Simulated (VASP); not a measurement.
Wanted: the native input for a VASP 6.6.1 run.

* Task: single point
* Functional: r2SCAN
* Potentials or basis: VASP PAW PBE potentials, release 64 (Al, O)
* Cutoff: 520 eV
* k mesh: 12 × 12 × 4
* Occupations: gaussian, width 0.05 eV
* Spin: no spin polarisation
* Dipole correction: no
* Further INCAR settings: ALGO = Normal; EDIFF = 1e-06; NBANDS = 20

The system is Al2O3.

```
Al O
1.0
     3.11507    0.00000    0.00000
    -1.55754    2.69773    0.00000
     0.00000    0.00000    9.71022
Al O
2 3
Direct
  0.00000 0.00000 0.14999
  0.00000 0.00000 0.85001
  0.33333 0.66667 0.22232
  0.66667 0.33333 0.00000
  0.33333 0.66667 0.77768
```

This cell differs from its parent crystal: strain +0.080 along x and y, +0.040 along z.

One way to write it, as run:

POSCAR

```
Al2O3
1.0
    3.1150709442      0.0000000000      0.0000000000
   -1.5575354721      2.6977305722      0.0000000000
    0.0000000000      0.0000000000      9.7102246384
Al O
2 3
Direct
    0.0000000000      0.0000000000      0.1499923300
    0.0000000000      0.0000000000      0.8500076700
    0.3333333333      0.6666666667      0.2223169200
    0.6666666667      0.3333333333      0.0000000000
    0.3333333333      0.6666666667      0.7776830800
```

INCAR.step1

```
SYSTEM = Al2O3
  PREC = Accurate
  ENCUT = 520
  ISMEAR = 0
  SIGMA = 0.05
  LREAL = .False.
  LASPH = .True.
  NELM = 80
  NBANDS = 20
  GGA = PE
  ALGO = Normal
  EDIFF = 1E-4
  LWAVE = .True.
  LCHARG = .False.
```

INCAR.step2

```
SYSTEM = Al2O3
  PREC = Accurate
  ENCUT = 520
  EDIFF = 1E-6
  ISMEAR = 0
  SIGMA = 0.05
  LREAL = .False.
  LASPH = .True.
  NELM = 80
  ALGO = Normal
  ISIF = 2
  LWAVE = .False.
  LCHARG = .False.
  METAGGA = R2SCAN
  LMIXTAU = .True.
  NBANDS = 20
  ISTART = 1
```

KPOINTS

```
Automatic mesh
0
Gamma
  12 12 4
  0 0 0
```

Potentials or basis: VASP PAW PBE potentials, release 64 (Al, O).

The run is started by

```bash
$ cat potpaw_PBE.64/Al/POTCAR potpaw_PBE.64/O/POTCAR > POTCAR
$ cp INCAR.step1 INCAR
$ mpirun -np 1 vasp_std > vasp.out
$ cp INCAR.step2 INCAR
$ mpirun -np 1 vasp_std > vasp.out
```

It gave:

```yaml
Pressure: -23.7 GPa
Largest_force: 1.974 eV/Å
Band_gap_on_the_k_mesh: 3.64 eV, indirect (least direct gap 3.77 eV)
```

Caveat: the cell differs from its parent crystal (strain +0.080 along x and y, +0.040 along z); the PAW data sets were made with another functional, which shifts forces and pressure a little.

It took 4.2 min on 1 thread of AMD EPYC 9R45 96-Core Processor (Zen 5) (shared host), peak memory 0.21 GiB.
